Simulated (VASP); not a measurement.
**SnO: single point with LDA**

The system is SnO.

```
CELL_PARAMETERS angstrom
3.35500 0.00000 0.00000
0.00000 5.67410 0.00000
0.00000 0.00000 4.22197
ATOMIC_POSITIONS crystal
Sn 0.00034 0.20016 0.49772
Sn 0.49179 0.75189 0.99972
O 0.99779 0.87252 0.72661
O 0.49608 0.08529 0.22909
```

* Program: VASP 6.6.1
* Task: single point
* Functional: LDA
* Potentials or basis: VASP PAW LDA potentials, release 64 (Sn_d, O_h)
* Cutoff: 1340 eV
* k mesh: 4 × 3 × 3
* Occupations: gaussian, width 0.01 eV
* Spin: no spin polarisation
* Dipole correction: no
* Further INCAR settings: ALGO = Normal; EDIFF = 1e-06; NBANDS = 28

The pressure is -2.5 GPa and the largest force is 0.371 eV/Å. The band gap on the k mesh is 1.70 eV (least direct gap 2.24 eV).

Forces in eV/Å, atoms in the order of the input:
```
Sn  -0.097  0.323  0.044
Sn   0.116  0.051 -0.089
O   -0.098 -0.029  0.158
O    0.079 -0.344 -0.113
```

Stress tensor (GPa, compression positive):
```
-3.83 -0.32  0.02
-0.32 -1.22 -0.04
 0.02 -0.04 -2.32
```

Levels at points of the mesh, in eV from the valence-band top:
```
           k point  band 18  band 19  band 20  band 21  band 22  band 23
(0.00, 0.00, 0.00)    -2.92    -2.24     0.00     2.52     3.04     5.77
(0.50, 0.00, 0.00)    -2.83    -1.28    -1.16     2.44     2.62     5.51
```

Run time: 2.5 min on 1 thread of Intel(R) Xeon(R) Platinum 8259CL CPU @ 2.50GHz (Skylake/Cascade Lake), with other jobs on the host, peak memory 0.37 GiB.

Caveat: the k points lie up to 0.50 Å⁻¹ apart; spin-orbit coupling is left out, which moves the levels of the heavy elements. A k mesh can miss the band edges.
